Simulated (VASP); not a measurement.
# ZnCd2Se2S (P4/mmm) in VASP: notebook

ZnCd2Se2S is run at these levels: PBE; tasks: single point.

Program: VASP 6.6.1. These are calculated values, not measurements. Logs are shortened: lines on timing, memory, paths and dates and some standing lists are left out, and cuts for length are marked.

### Step 1. The cell of the first run

It takes space group P4/mmm (No. 123, tetragonal). The conventional cell has a = 5.193 Å, b = 5.193 Å, c = 5.593 Å, α = 90.00°, β = 90.00°, γ = 90.00°. Within 4.0 Å of Zn (site symmetry 4/mmm) lie 2 S at 2.80 Å and 8 Cd at 3.82 Å and 8 Se at 3.90 Å. Cd (site symmetry mmm) has 2 S at 2.60 Å and 4 Se at 2.98 Å within 3.4 Å. Within 3.5 Å of Se (site symmetry 4mm) lie 2 Se at 2.66 to 2.94 Å and 4 Cd at 2.98 Å. S (site symmetry 4/mmm) has 4 Cd at 2.60 Å and 2 Zn at 2.80 Å within 3.4 Å.

The cell was built from a structure type or drawn by symmetry, and may not be a known phase.

### Step 2. Single point, PBE

File INCAR:

```
SYSTEM = ZnCd2Se2S
PREC = Accurate
ENCUT = 520
EDIFF = 1E-6
ISMEAR = 0
SIGMA = 0.1
LREAL = .False.
LASPH = .True.
NELM = 100
ALGO = Normal
ISIF = 2
LWAVE = .False.
LCHARG = .True.
GGA = PE
LELF = .True.
LVHAR = .True.
NBANDS = 36
```

File KPOINTS:

```
Automatic mesh
0
Gamma
  4 4 4
  0 0 0
```

File POSCAR:

```
ZnCd2Se2S
1.0
    5.1927536548      0.0000000000      0.0000000000
    0.0000000000      5.1927536548      0.0000000000
    0.0000000000      0.0000000000      5.5931113735
Zn Cd Se S
1 2 2 1
Direct
    0.0000000000      0.0000000000      0.5000000000
    0.0000000000      0.5000000000      0.0000000000
    0.5000000000      0.0000000000      0.0000000000
    0.5000000000      0.5000000000      0.2625263863
    0.5000000000      0.5000000000      0.7374736137
    0.0000000000      0.0000000000      0.0000000000
```

Potentials or basis: VASP PAW PBE potentials, release 64 (Zn, Cd, Se, S).

Run with:

```bash
> cat potpaw_PBE.64/Zn/POTCAR potpaw_PBE.64/Cd/POTCAR potpaw_PBE.64/Se/POTCAR potpaw_PBE.64/S/POTCAR > POTCAR
> mpirun -np 1 vasp_std > vasp.out
```

OUTCAR:

```text
SYSTEM = ZnCd2Se2S
   PREC = Accurate
   ENCUT = 520
   EDIFF = 1E-6
   ISMEAR = 0
   LREAL = .False.
   LASPH = .True.
   NELM = 100
   ISIF = 2
   GGA = PE

 ion  position               nearest neighbor table
   1  0.000  0.000  0.500-   6 2.80   6 2.80
   2  0.000  0.500  0.000-   6 2.60   6 2.60   4 2.98   5 2.98   4 2.98   5 2.98   3 3.67   3 3.67
                             3 3.67   3 3.67
   3  0.500  0.000  0.000-   6 2.60   6 2.60   4 2.98   4 2.98   5 2.98   5 2.98   2 3.67   2 3.67
                             2 3.67   2 3.67
   4  0.500  0.500  0.263-   5 2.66   3 2.98   2 2.98   3 2.98   2 2.98
   5  0.500  0.500  0.737-   4 2.66   3 2.98   2 2.98   3 2.98   2 2.98
   6  0.000  0.000  0.000-   2 2.60   3 2.60   2 2.60   3 2.60   1 2.80   1 2.80

  LATTYP: Found a simple tetragonal cell.
 ALAT       =     5.1927536548
 C/A-ratio  =     1.0770993090

  Lattice vectors:

 A1 = (   5.1927536548,   0.0000000000,   0.0000000000)
 A2 = (   0.0000000000,   5.1927536548,   0.0000000000)
 A3 = (   0.0000000000,   0.0000000000,   5.5931113735)

Analysis of symmetry for initial positions (statically):
=====================================================================
 Subroutine PRICEL returns:
 Original cell was already a primitive cell.

 Routine SETGRP: Setting up the symmetry group for a
 simple tetragonal supercell.

 Subroutine GETGRP returns: Found 16 space group operations
 (whereof 16 operations were pure point group operations)
 out of a pool of 16 trial point group operations.

The static configuration has the point symmetry D_4h.

Analysis of symmetry for dynamics (positions and initial velocities):
=====================================================================
 Subroutine PRICEL returns:
 Original cell was already a primitive cell.

 Routine SETGRP: Setting up the symmetry group for a
 simple tetragonal supercell.

 Subroutine GETGRP returns: Found 16 space group operations
 (whereof 16 operations were pure point group operations)
 out of a pool of 16 trial point group operations.

The dynamic configuration has the point symmetry D_4h.

 Subroutine INISYM returns: Found 16 space group operations
 (whereof 16 operations are pure point group operations),
 and found     1 'primitive' translations

[... 93 lines left out ...]
   ENCUT  =  520.0 eV  38.22 Ry    6.18 a.u.   9.66  9.66 10.40*2*pi/ulx,y,z
   NELM   =    100;   NELMIN=  2; NELMDL= -5     # of ELM steps
   EDIFF  = 0.1E-05   stopping-criterion for ELM
   LREAL  =      F    real-space projection
   EDIFFG = 0.1E-04   stopping-criterion for IOM
   NSW    =      0    number of steps for IOM
   IBRION =     -1    ionic relax: 0-MD 1-quasi-New 2-CG
   NFREE  =      0    steps in history (QN), initial steepest desc. (CG)
   ISIF   =      2    stress and relaxation
   ISYM   =      2    0-nonsym 1-usesym 2-fastsym
   POTIM  = 0.5000    time-step for ionic-motion
   TEBEG  =    0.0;   TEEND  =   0.0 temperature during run
   PSTRESS=    0.0 pullay stress
   NELECT =      54.0000    total number of electrons
   NUPDOWN=      -1.0000    fix difference up-down
   EMIN   =  10.00;   EMAX   =-10.00  energy-range for DOS
   EFERMI =   0.00;   METHOD = LEGACY
   ISMEAR =     0;   SIGMA  =   0.10  broadening in eV -4-tet -1-fermi 0-gaus
   EFERMI_NEDOS =   21; number of points for ismear=-14 and -15
   IALGO  =     38    algorithm
   IMIX   =      4    mixing-type and parameters
     AMIX     =   0.40;   BMIX     =  1.00
     AMIX_MAG =   1.60;   BMIX_MAG =  1.00
  volume/ion in A,a.u.               =      25.14       169.63
  Fermi-wavevector in a.u.,A,eV,Ry     =   1.162491  2.196790 18.386729  1.351386
  Thomas-Fermi vector in A             =   2.299052
   LORBIT       =      0    0 simple, 1 ext, 2 COOP (PROOUT), +10 PAW based schemes
   GGA     = PE    functional components
   LHFCALC =     F    Hartree Fock is set to
   AEXX    =    0.0000 exact exchange contribution
   IVDW    =     0    specifies the selected vdW correction
   LEPSILON=     F    determine dielectric tensor
   LRPA    =     F    only Hartree local field effects (RPA)
 non-spin polarized calculation
 Gauss-broadening in eV      SIGMA  =   0.10
  energy-cutoff  :      520.00
  volume of cell :      150.82
 maximum number of plane-waves:      4081
 NGX is ok and might be reduce to    40
   NGX = 19   NGY = 19   NGZ = 21

 number of electron      54.0000006 magnetization

 Free energy of the ion-electron system (eV)
  ---------------------------------------------------
  ext. energy  EPLUGINS =         0.00000000
  ---------------------------------------------------
  free energy    TOTEN  =       -14.19986888 eV

  energy without entropy =      -14.18790195  energy(sigma->0) =      -14.19388541

 E-fermi :   2.0667     XC(G=0):  -9.3421

 val. band max:        2.0318508986   @ k =   0.5000   0.0000   0.2500
 cond. band min:       2.4254046562   @ k =   0.2500   0.0000   0.0000
 fundamental gap:      0.3935537576
 Fermi energy:         2.0667248278

 k-point     1 :       0.0000    0.0000    0.0000
  band No.  band energies     occupation
      1     -11.7811      2.00000
      2     -11.1671      2.00000
      3      -8.9917      2.00000
      4      -6.6305      2.00000
      5      -6.5483      2.00000
      6      -6.4982      2.00000
[... 691 lines left out ...]
     35       7.3407      0.00000
     36       8.0802      0.00000

------------------------ aborting loop because EDIFF is reached ----------------------------------------

  FORCE on cell =-STRESS in cart. coord.  units (eV):
  Direction    XX          YY          ZZ          XY          YZ          ZX
  --------------------------------------------------------------------------------------
  -------------------------------------------------------------------------------------
  Total        0.2904806      0.2904806      0.1096902      0.0000000      0.0000000      0.0000000
  in kB        3.0858789      3.0858789      1.1652783      0.0000000      0.0000000      0.0000000
  external PRESSURE =       2.4456787 kB  Pullay stress =       0.0000000 kB

 VOLUME and BASIS-vectors are now :
 -----------------------------------------------------------------------------
  energy-cutoff  :      520.00
  volume of cell :      150.82
      direct lattice vectors                 reciprocal lattice vectors
     5.192753655  0.000000000  0.000000000     0.192576052  0.000000000  0.000000000
     0.000000000  5.192753655  0.000000000     0.000000000  0.192576052  0.000000000
     0.000000000  0.000000000  5.593111374     0.000000000  0.000000000  0.178791362

 POSITION                                       TOTAL-FORCE (eV/Angst)
 -----------------------------------------------------------------------------------
      0.00000      0.00000      2.79656         0.000000     -0.000000      0.000000
      0.00000      2.59638      0.00000         0.000000     -0.000000      0.000000
      2.59638      0.00000      0.00000         0.000000     -0.000000      0.000000
      2.59638      2.59638      1.46834         0.000000      0.000000      0.012457
      2.59638      2.59638      4.12477        -0.000000      0.000000     -0.012457
      0.00000      0.00000      0.00000         0.000000     -0.000000      0.000000
 -----------------------------------------------------------------------------------
    total drift:                               -0.000000      0.000000     -0.000000

  FREE ENERGIE OF THE ION-ELECTRON SYSTEM (eV)
  ---------------------------------------------------
  free  energy   TOTEN  =       -14.1998688785 eV

  energy  without entropy=      -14.1879019490  energy(sigma->0) =      -14.19388541
```

Wall time 78 s (1 thread of Intel Xeon Platinum 8375C at 2.90GHz (Ice Lake), shared host); peak memory 0.3 GiB.

What came out:

```yaml
Free_energy: -14.1999 eV
Pressure: 0.2 GPa
Largest_force: 0.012 eV/Å
Band_gap_on_the_k_mesh: zero (bands 27 and 28 overlap by 0.77 eV)
```

Forces in eV/Å, atoms in the order of the input:
```
Zn   0.000  0.000  0.000
Cd   0.000  0.000  0.000
Cd   0.000  0.000  0.000
Se   0.000  0.000  0.012
Se   0.000  0.000 -0.012
S    0.000  0.000  0.000
```

Levels at points of the mesh, in eV from the Fermi level:
```
           k point  band 25  band 26  band 27  band 28  band 29  band 30
(0.00, 0.00, 0.00)    -1.88    -0.92    -0.29    -0.29     0.82     3.60
(0.50, 0.00, 0.00)    -1.21    -0.88    -0.27     1.99     2.28     3.28
(0.50, 0.50, 0.00)    -1.45    -1.25    -1.25     3.42     3.42     3.79
(0.00, 0.00, 0.50)    -1.69    -1.69    -1.59    -0.72     0.87     1.05
(0.50, 0.00, 0.50)    -1.75    -1.63    -0.73     1.11     1.45     2.88
(0.50, 0.50, 0.50)    -1.28    -0.44    -0.44     1.35     3.55     3.55
```

Caveat: semilocal functionals underestimate gaps, so a narrow gap can read as zero.

### Step 3. Single point, PBE

File INCAR:

```
PREC     = Accurate       # precision mode
ENCUT    = 520            # plane-wave cutoff, eV
EDIFF    = 1E-6           # SCF threshold, eV
ISMEAR   = 0              # smearing method
SIGMA    = 0.1            # smearing width, eV
LREAL    = F              # projectors in reciprocal space
LASPH    = T              # aspherical terms in the spheres
NELM     = 100            # most SCF steps
ALGO     = Normal         # electronic algorithm
ISIF     = 2              # what is computed and relaxed
LWAVE    = F              # write WAVECAR
LCHARG   = F              # write CHGCAR
GGA      = PE             # functional
NBANDS   = 36             # bands
```

File KPOINTS:

```
regular mesh
0
Gamma
  8 8 8
```

File POSCAR:

```
ZnCd2Se2S
1.0
    5.2225367558      0.0000000000      0.0000000000
    0.0000000000      5.2225367558      0.0000000000
    0.0000000000      0.0000000000      5.5326610328
Zn Cd Se S
1 2 2 1
Direct
    0.0000000000      0.0000000000      0.5000000000
    0.0000000000      0.5000000000      0.0000000000
    0.5000000000      0.0000000000      0.0000000000
    0.5000000000      0.5000000000      0.2638297844
    0.5000000000      0.5000000000      0.7361702156
    0.0000000000      0.0000000000      0.0000000000
```

Potentials or basis: VASP PAW PBE potentials, release 64 (Zn, Cd, Se, S).

Run with:

```bash
> cat potpaw_PBE.64/Zn/POTCAR potpaw_PBE.64/Cd/POTCAR potpaw_PBE.64/Se/POTCAR potpaw_PBE.64/S/POTCAR > POTCAR
> mpirun -np 1 vasp_std > vasp.out
```

It took 4.9 min on 1 thread of Intel Xeon Platinum 8375C at 2.90GHz (Ice Lake), shared host; peak memory 0.52 GiB.

The run converged. Its results:

- Free energy: -14.1392 eV
- Pressure: 0.2 GPa
- Largest force: 0.018 eV/Å
- Band gap on the k mesh: zero (bands 27 and 28 overlap by 1.18 eV)

Forces in eV/Å, atoms in the order of the input:
```
Zn   0.000  0.000  0.000
Cd   0.000  0.000  0.000
Cd   0.000  0.000  0.000
Se   0.000  0.000  0.018
Se   0.000  0.000 -0.018
S    0.000  0.000  0.000
```

Stress tensor (GPa, compression positive):
```
0.29 0.00 0.00
0.00 0.29 0.00
0.00 0.00 0.11
```

Levels at points of the mesh, in eV from the Fermi level:
```tsv
k point	band 24	band 25	band 26	band 27	band 28	band 29	band 30	band 31
(0.00, 0.00, 0.00)	-2.66	-2.21	-1.16	-0.49	-0.49	0.49	3.60	3.83
(0.50, 0.00, 0.00)	-3.40	-1.53	-1.11	-0.47	1.67	1.95	3.13	3.76
(0.50, 0.50, 0.00)	-1.62	-1.62	-1.56	-1.56	3.16	3.16	3.78	3.81
(0.00, 0.00, 0.50)	-2.08	-1.94	-1.94	-1.74	-0.94	0.59	0.81	2.79
(0.50, 0.00, 0.50)	-2.18	-2.04	-1.95	-0.88	0.78	1.24	2.63	2.78
(0.50, 0.50, 0.50)	-1.89	-1.39	-0.72	-0.72	1.12	3.17	3.17	3.43
```
